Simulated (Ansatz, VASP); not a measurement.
# Two plane-wave programs on B

```
B
1.0
     1.88934    0.00000    0.00000
     0.00000    1.88934    0.00000
     0.00000    0.00000    1.88934
B
1
Cartesian
  0.0000 0.0000 0.0000
```

Alike in both runs: task relaxation of cell and atoms; functional r2SCAN; k mesh 28 × 28 × 28; occupations gaussian, width 0.1 eV; no spin polarisation.

|  | VASP | Ansatz |
| --- | --- | --- |
| version | VASP 6.6.1 | Ansatz 0.2.0 |
| potentials or method | VASP PAW PBE potentials, release 64 (B), cutoff 600 eV | scalar-relativistic, plane waves, PAW |
| valence electrons in the cell | 3 | 3 |

```tsv
	VASP	Ansatz	Ansatz less VASP
gap on the k mesh at the Fermi level, each at its own relaxed structure (eV)	none	none	-
relaxed volume (Å³/atom)	6.70	6.70	+0.002
relaxed cell length with the largest relative difference (Å)	1.885	1.886	+0.0002
```

VASP's potentials were made for PBE, not for r2SCAN. A gap of «none» marks a metal or a gap that the smearing closes.
